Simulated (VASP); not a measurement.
Input of a VASP 6.6.1 run:

INCAR

```
PREC = Accurate
ENCUT = 600
EDIFF = 1E-7
ISMEAR = -1
SIGMA = 0.1
LREAL = False
LASPH = True
NELM = 100
ALGO = Normal
ISIF = 3
LWAVE = False
LCHARG = False
GGA = PE
IBRION = 2
NSW = 32
EDIFFG = -0.005
PSTRESS = 730.0
```

KPOINTS

```
Automatic mesh
0
Gamma
  13 13 13
```

POSCAR

```
InSb
1.0
    0.0000000000      2.6222445087      2.6222445087
    2.6222445087      0.0000000000      2.6222445087
    2.6222445087      2.6222445087      0.0000000000
In Sb
1 1
Direct
    0.0000000000      0.0000000000      0.0000000000
    0.5000000000      0.5000000000      0.5000000000
```

Potentials or basis: VASP PAW PBE potentials, release 64 (In_d, Sb).

Command:

```console
$ cat potpaw_PBE.64/In_d/POTCAR potpaw_PBE.64/Sb/POTCAR > POTCAR
$ mpirun -np 1 vasp_std > vasp.out
```

Problem. What does it give for the relaxed volume?

Solution. 18.05 Å³/atom.

Problem. Estimate the band gap on the k mesh.

Solution. Zero (band 9 reaches 14.74 eV, above the bottom of band 10 at 10.98 eV).

Problem. Estimate the relaxed cell.

Solution. a = 3.709 Å, b = 3.709 Å, c = 3.709 Å, α = 60.00°, β = 60.00°, γ = 60.00°.

Problem. Estimate the space group after relaxing (to 0.05 Å).

Solution. Fm-3m (No. 225).

Final structure:
```
In Sb
1.0
     0.00000    2.62296    2.62296
     2.62296    0.00000    2.62296
     2.62296    2.62296    0.00000
In Sb
1 1
Direct
  0.00000 0.00000 0.00000
  0.50000 0.50000 0.50000
```

Caveat: the cell is relaxed towards a set pressure, so the enthalpy falls and the energy may rise; spin-orbit coupling is left out, which moves the levels of the heavy elements.
